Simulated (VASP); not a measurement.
Set up this calculation in VASP 6.6.1, as the native input.

| Item | Value |
| --- | --- |
| Task | single point |
| Functional | PBE |
| Potentials or basis | VASP PAW PBE potentials, release 64 (Cs_sv, Cl) |
| Cutoff | 500 eV |
| k mesh | 4 × 4 × 4 |
| Occupations | gaussian, width 0.01 eV |
| Spin | no spin polarisation |
| Dipole correction | no |
| Further INCAR settings | ALGO = Normal; EDIFF = 1e-06; NBANDS = 15 |

The structure of CsCl lies in POSCAR:

```
CsCl
1.0
    4.1368323970      0.0000000000      0.0000000000
    0.0000000000      4.1368323970      0.0000000000
    0.0000000000      0.0000000000      4.1368323970
Cs Cl
1 1
Direct
    0.0000000000      0.0000000000      0.0000000000
    0.5000000000      0.5000000000      0.5000000000
```

The input as run:

INCAR

```
PREC = Accurate ; ENCUT = 500
EDIFF = 1E-6 ; ISMEAR = 0
SIGMA = 0.01 ; LREAL = False
LASPH = True ; NELM = 120
ALGO = Normal ; ISIF = 2
LWAVE = False ; LCHARG = False
GGA = PE ; NBANDS = 15
GGA_COMPAT = False
```

KPOINTS

```
regular mesh
0
Gamma
  4 4 4
```

Potentials or basis: VASP PAW PBE potentials, release 64 (Cs_sv, Cl).

Launch:

```bash
$ cat potpaw_PBE.64/Cs_sv/POTCAR potpaw_PBE.64/Cl/POTCAR > POTCAR
$ mpirun -np 1 vasp_std > vasp.out
```

Results of the run:

- Pressure: 0.8 GPa
- Band gap on the k mesh: 5.21 eV

Caveat: spin-orbit coupling is left out, which moves the levels of the heavy elements.

It took 8.4 s on 1 thread of AMD EPYC 7R43 64-Core Processor (Zen 3), with other jobs on the host, peak memory 0.13 GiB.
